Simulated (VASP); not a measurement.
A run of VASP 6.6.1:

The input INCAR:

```
SYSTEM = ZnGe2N3
PREC     = Accurate       ! precision mode
ENCUT    = 520            ! plane-wave cutoff, eV
EDIFF    = 1E-6           ! SCF threshold, eV
ISMEAR   = 0              ! smearing method
SIGMA    = 0.1            ! smearing width, eV
LREAL    = .FALSE.        ! projectors in reciprocal space
LASPH    = .TRUE.         ! aspherical terms in the spheres
NELM     = 80             ! most SCF steps
ALGO     = Normal         ! electronic algorithm
ISIF     = 2              ! what is computed and relaxed
LWAVE    = .FALSE.        ! write WAVECAR
LCHARG   = .FALSE.        ! write CHGCAR
GGA      = PE             ! functional
NBANDS   = 36             ! bands
```

Contents of KPOINTS:

```
regular mesh
0
G
  12 12 6
  0 0 0
```

The input POSCAR:

```
ZnGe2N3
1.0
    3.4992777124      0.0000000000      0.0000000000
   -1.7496388562      3.0304633938      0.0000000000
    0.0000000000      0.0000000000      7.2595088406
Zn Ge N
1 2 3
Direct
    0.0000000000      0.0000000000      0.5000000000
    0.6666666667      0.3333333333      0.8093502720
    0.6666666667      0.3333333333      0.1906497280
    0.0000000000      0.0000000000      0.0000000000
    0.3333333333      0.6666666667      0.5000000000
    0.3333333333      0.6666666667      0.0000000000
```

Potentials or basis: VASP PAW PBE potentials, release 64 (Zn, Ge_d, N).

Command:

```sh
$ cat potpaw_PBE.64/Zn/POTCAR potpaw_PBE.64/Ge_d/POTCAR potpaw_PBE.64/N/POTCAR > POTCAR
$ mpirun -np 1 vasp_std > vasp.out
```

Hardware: 1 thread of Intel(R) Xeon(R) Platinum 8488C (Sapphire Rapids), with other jobs on the host.

**Question.** How long does it take, and how much memory?

**Answer.** Run time: 2.2 min on 1 thread of Intel(R) Xeon(R) Platinum 8488C (Sapphire Rapids) (shared host), peak memory 0.31 GiB. Counts: scf iterations 15, k points 76.
